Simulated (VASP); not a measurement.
The system is SnSe.

```
CELL_PARAMETERS angstrom
3.40100 0.00000 0.00000
-1.70050 2.94536 0.00000
0.00000 0.00000 6.12712
ATOMIC_POSITIONS crystal
Sn 0.00000 0.00000 0.00000
Sn 0.00000 0.00000 0.50000
Se 0.33333 0.66667 0.25000
Se 0.66667 0.33333 0.75000
```

| Quantity | Value |
| --- | --- |
| Program | VASP 6.6.1 |
| Task | relaxation of cell and atoms |
| Functional | r2SCAN |
| Potentials or basis | VASP PAW PBE potentials, release 64 (Sn_d, Se) |
| Cutoff | 600 eV |
| k mesh | 6 × 6 × 4 |
| Occupations | gaussian, width 0.1 eV |
| Spin | no spin polarisation |

At the start: pressure 104.3 GPa; volume 15.34 Å³/atom.

**Question.** How do energy, volume and symmetry change on relaxing?

**Answer.** Over 10 steps the energy falls by 2434.9 meV/atom and the volume is 27.69 Å³/atom (+80.5 %); space group P6_3/mmc (No. 194, to 0.1 Å) before and after.

The path:
| step | energy change (eV) | largest force (eV/Å) | pressure (GPa) | volume (Å³) |
| --- | --- | --- | --- | --- |
| 1 | 0.0000 | 0.0000 | 104.27 | 61.38 |
| 2 | -5.3974 | 0.0000 | -8.58 | 199.15 |
| 3 | -9.7059 | 0.0000 | -1.39 | 112.70 |
| 4 | -9.7173 | 0.0000 | -0.66 | 111.10 |
| 5 | -9.7212 | 0.0000 | 0.11 | 109.46 |
| 6 | -9.7191 | 0.0000 | 0.68 | 108.32 |
| 7 | -9.7283 | 0.0000 | 0.72 | 108.61 |
| 8 | -9.7356 | 0.0000 | 0.79 | 109.16 |
| 9 | -9.7378 | 0.0000 | -0.50 | 111.86 |
| 10 | -9.7395 | 0.0000 | 0.00 | 110.78 |

Final structure:
```yaml
crystal:
  lattice:
    - [4.13032, 0.00000, 0.00000]
    - [-2.06516, 3.57697, 0.00000]
    - [0.00000, 0.00000, 7.49808]
  atoms:
    - { symbol: Sn, position: [0.00000, 0.00000, 0.00000] }
    - { symbol: Sn, position: [0.00000, 0.00000, 0.50000] }
    - { symbol: Se, position: [0.33333, 0.66667, 0.25000] }
    - { symbol: Se, position: [0.66667, 0.33333, 0.75000] }
```

Caveat: the volume moved by over 15 % at a fixed basis, so the end points are rough; the PAW data sets were made with another functional, which shifts forces and pressure a little.
